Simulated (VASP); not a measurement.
# AlN (F-43m) in VASP: notebook

AlN is run at these levels: PBEsol; tasks: single point, relaxation of cell and atoms.

Program: VASP 6.6.1. These are calculated values, not measurements. Logs are shortened: lines on timing, memory, paths and dates and some standing lists are left out, and cuts for length are marked.

## (1) The cell of the first run

Symmetry: F-43m, No. 216, cubic system. Conventional cell: a = 4.377 Å, b = 4.377 Å, c = 4.377 Å, α = 90.00°, β = 90.00°, γ = 90.00°. Within 2.5 Å of Al (site symmetry -43m) lie 4 N at 1.90 Å. Within 2.5 Å of N (site symmetry -43m) lie 4 Al at 1.90 Å.

## (2) Single point, PBEsol

Input file INCAR:

```
  PREC = Accurate
  ENCUT = 600
  EDIFF = 1E-6
  ISMEAR = 0
  SIGMA = 0.02
  LREAL = False
  LASPH = True
  NELM = 120
  ALGO = Normal
  ISIF = 2
  LWAVE = False
  LCHARG = False
  GGA = PS
  NBANDS = 11
  GGA_COMPAT = False
```

Input file KPOINTS:

```
Automatic mesh
0
Gamma
  10 10 10
```

Input file POSCAR:

```
AlN
1.0
    0.0000000000      2.1886939412      2.1886939412
    2.1886939412      0.0000000000      2.1886939412
    2.1886939412      2.1886939412      0.0000000000
Al N
1 1
Direct
    0.0000000000      0.0000000000      0.0000000000
    0.2500000000      0.2500000000      0.2500000000
```

Potentials or basis: VASP PAW PBE potentials, release 64 (Al, N).

The run is started by

```
$ cat potpaw_PBE.64/Al/POTCAR potpaw_PBE.64/N/POTCAR > POTCAR
$ mpirun -np 1 vasp_std > vasp.out
```

OUTCAR:

```text
PREC = Accurate
   ENCUT = 600
   EDIFF = 1E-6
   ISMEAR = 0
   LREAL = False
   LASPH = True
   NELM = 120
   ISIF = 2
   GGA = PS

 ion  position               nearest neighbor table
   1  0.000  0.000  0.000-   2 1.90   2 1.90   2 1.90   2 1.90
   2  0.250  0.250  0.250-   1 1.90   1 1.90   1 1.90   1 1.90

  LATTYP: Found a face centered cubic cell.
 ALAT       =     4.3773878824

  Lattice vectors:

 A1 = (   0.0000000000,   2.1886939412,   2.1886939412)
 A2 = (   2.1886939412,   0.0000000000,   2.1886939412)
 A3 = (   2.1886939412,   2.1886939412,   0.0000000000)

Analysis of symmetry for initial positions (statically):
=====================================================================
 Subroutine PRICEL returns:
 Original cell was already a primitive cell.

 Routine SETGRP: Setting up the symmetry group for a
 face centered cubic supercell.

 Subroutine GETGRP returns: Found 24 space group operations
 (whereof 24 operations were pure point group operations)
 out of a pool of 48 trial point group operations.

The static configuration has the point symmetry T_d .

Analysis of symmetry for dynamics (positions and initial velocities):
=====================================================================
 Subroutine PRICEL returns:
 Original cell was already a primitive cell.

 Routine SETGRP: Setting up the symmetry group for a
 face centered cubic supercell.

 Subroutine GETGRP returns: Found 24 space group operations
 (whereof 24 operations were pure point group operations)
 out of a pool of 48 trial point group operations.

The dynamic configuration has the point symmetry T_d .

 Subroutine INISYM returns: Found 24 space group operations
 (whereof 24 operations are pure point group operations),
 and found     1 'primitive' translations

----------------------------------------------------------------------------------------

                                     Primitive cell

  volume of cell :      20.9694

  direct lattice vectors                    reciprocal lattice vectors
     0.000000000  2.188693941  2.188693941    -0.228446742  0.228446742  0.228446742
     2.188693941  0.000000000  2.188693941     0.228446742 -0.228446742  0.228446742
     2.188693941  2.188693941  0.000000000     0.228446742  0.228446742 -0.228446742

  length of vectors
     3.095280656  3.095280656  3.095280656     0.395681364  0.395681364  0.395681364

[... 87 lines left out ...]
   ISYM   =      2    0-nonsym 1-usesym 2-fastsym
   POTIM  = 0.5000    time-step for ionic-motion
   TEBEG  =    0.0;   TEEND  =   0.0 temperature during run
   PSTRESS=    0.0 pullay stress
   NELECT =       8.0000    total number of electrons
   NUPDOWN=      -1.0000    fix difference up-down
   EMIN   =  10.00;   EMAX   =-10.00  energy-range for DOS
   EFERMI =   0.00;   METHOD = LEGACY
   ISMEAR =     0;   SIGMA  =   0.02  broadening in eV -4-tet -1-fermi 0-gaus
   EFERMI_NEDOS =   21; number of points for ismear=-14 and -15
   IALGO  =     38    algorithm
   IMIX   =      4    mixing-type and parameters
     AMIX     =   0.40;   BMIX     =  1.00
     AMIX_MAG =   1.60;   BMIX_MAG =  1.00
  volume/ion in A,a.u.               =      10.48        70.75
  Fermi-wavevector in a.u.,A,eV,Ry     =   1.187344  2.243754 19.181291  1.409785
  Thomas-Fermi vector in A             =   2.323497
   LORBIT       =      0    0 simple, 1 ext, 2 COOP (PROOUT), +10 PAW based schemes
   GGA     = PS    functional components
   LHFCALC =     F    Hartree Fock is set to
   AEXX    =    0.0000 exact exchange contribution
   IVDW    =     0    specifies the selected vdW correction
   LEPSILON=     F    determine dielectric tensor
   LRPA    =     F    only Hartree local field effects (RPA)
 non-spin polarized calculation
 Gauss-broadening in eV      SIGMA  =   0.02
  energy-cutoff  :      600.00
  volume of cell :       20.97
 maximum number of plane-waves:       725
 NGX is ok and might be reduce to    28
   NGX = 13   NGY = 13   NGZ = 13

 number of electron       7.9999999 magnetization

 Free energy of the ion-electron system (eV)
  ---------------------------------------------------
  ext. energy  EPLUGINS =         0.00000000
  ---------------------------------------------------
  free energy    TOTEN  =       -15.61303207 eV

  energy without entropy =      -15.61303207  energy(sigma->0) =      -15.61303207

 E-fermi :   5.9314     XC(G=0): -11.1011

 val. band max:        5.8171942674   @ k =   0.0000   0.0000   0.0000
 cond. band min:       9.0013559305   @ k =   0.5000   0.5000   0.0000
 fundamental gap:      3.1841616631
 Fermi energy:         5.9313722543

 k-point     1 :       0.0000    0.0000    0.0000
  band No.  band energies     occupation
      1      -9.1041      2.00000
      2       5.8172      2.00000
      3       5.8172      2.00000
      4       5.8172      2.00000
      5       9.8936      0.00000
      6      18.2231      0.00000
      7      18.2231      0.00000
      8      18.2231      0.00000
      9      23.3533      0.00000
     10      23.3533      0.00000
     11      24.6930      0.00000
[... 309 lines left out ...]
 k-point    24 :       0.4000    0.3000    0.0000
  band No.  band energies     occupation
      1      -7.0840      2.00000
      2       1.6492      2.00000
      3       4.1042      2.00000
      4       4.4070      2.00000
      5      10.6027      0.00000
      6      15.1828      0.00000
      7      17.9141      0.00000
      8      20.2344      0.00000
      9      20.7373      0.00000
     10      26.9411      0.00000
     11      29.1687      0.00000

 [... further k-points ...]

------------------------ aborting loop because EDIFF is reached ----------------------------------------

  FORCE on cell =-STRESS in cart. coord.  units (eV):
  Direction    XX          YY          ZZ          XY          YZ          ZX
  --------------------------------------------------------------------------------------
  -------------------------------------------------------------------------------------
  Total       -0.0161687     -0.0161687     -0.0161687     -0.0000000      0.0000000      0.0000000
  in kB       -1.2353832     -1.2353832     -1.2353832     -0.0000000      0.0000000      0.0000000
  external PRESSURE =      -1.2353832 kB  Pullay stress =       0.0000000 kB

 VOLUME and BASIS-vectors are now :
 -----------------------------------------------------------------------------
  energy-cutoff  :      600.00
  volume of cell :       20.97
      direct lattice vectors                 reciprocal lattice vectors
     0.000000000  2.188693941  2.188693941    -0.228446742  0.228446742  0.228446742
     2.188693941  0.000000000  2.188693941     0.228446742 -0.228446742  0.228446742
     2.188693941  2.188693941  0.000000000     0.228446742  0.228446742 -0.228446742

 POSITION                                       TOTAL-FORCE (eV/Angst)
 -----------------------------------------------------------------------------------
      0.00000      0.00000      0.00000         0.000000      0.000000      0.000000
      1.09435      1.09435      1.09435        -0.000000     -0.000000      0.000000
 -----------------------------------------------------------------------------------
    total drift:                                0.000000      0.000000      0.000000

  FREE ENERGIE OF THE ION-ELECTRON SYSTEM (eV)
  ---------------------------------------------------
  free  energy   TOTEN  =       -15.6130320662 eV

  energy  without entropy=      -15.6130320662  energy(sigma->0) =      -15.61303207
```

stdout:

```text
POSCAR found type information on POSCAR AlN
 POSCAR found :  2 types and       2 ions
 scaLAPACK will be used
 -----------------------------------------------------------------------------
|                                                                             |
|                                                                             |
|     You enforced a specific xc type in the INCAR file but a different       |
|     I HOPE YOU KNOW WHAT YOU ARE DOING!                                     |
|                                                                             |
 -----------------------------------------------------------------------------

 LDA part: xc-table for (Slater+PW92), standard interpolation
 POSCAR, INCAR and KPOINTS ok, starting setup
 FFT: planning ... GRIDC
 FFT: planning ... GRID_SOFT
 FFT: planning ... GRID
 WAVECAR not read
 entering main loop
```

It took 18 s on 1 thread of Intel Xeon 8259CL, shared host; peak memory 0.15 GiB.

Results:

```
Free energy            : -15.6130 eV
Pressure               : -0.1 GPa
Band gap on the k mesh : 3.18 eV (least direct gap 4.08 eV)
```

Caveat: the PAW data sets were made with another functional, which shifts forces and pressure a little.

## (3) Single point, PBEsol

Input file INCAR:

```
SYSTEM = AlN
PREC = Accurate
ENCUT = 600
EDIFF = 1E-6
ISMEAR = 0
SIGMA = 0.02
LREAL = .False.
LASPH = .True.
NELM = 120
ALGO = Normal
ISIF = 2
LWAVE = .False.
LCHARG = .True.
GGA = PS
LELF = .True.
LVHAR = .True.
NBANDS = 11
GGA_COMPAT = .False.
```

Input file KPOINTS:

```
Automatic mesh
0
Gamma
  10 10 10
  0 0 0
```

POSCAR is that of step 2.

Potentials or basis: VASP PAW PBE potentials, release 64 (Al, N).

The run is started by

```
$ cat potpaw_PBE.64/Al/POTCAR potpaw_PBE.64/N/POTCAR > POTCAR
$ mpirun -np 1 vasp_std > vasp.out
```

Wall time 20 s (1 thread of Intel Xeon 8259CL, shared host); peak memory 0.15 GiB.

Results (log left out):

* Free energy: -15.6130 eV
* Pressure: -0.1 GPa
* Band gap on the k mesh: 3.18 eV (least direct gap 4.08 eV)

Levels at points of the mesh, in eV from the valence-band top:
```csv
k point,band 2,band 3,band 4,band 5,band 6,band 7
"(0.00, 0.00, 0.00)",0.00,0.00,0.00,4.08,12.41,12.41
"(0.50, 0.00, 0.00)",-5.89,-0.48,-0.48,7.23,9.72,11.00
"(0.50, 0.50, 0.00)",-4.93,-1.78,-1.78,3.18,8.44,13.79
```

Caveat: the PAW data sets were made with another functional, which shifts forces and pressure a little. A k mesh can miss the band edges.

(Part 1 of 2 ends here.)
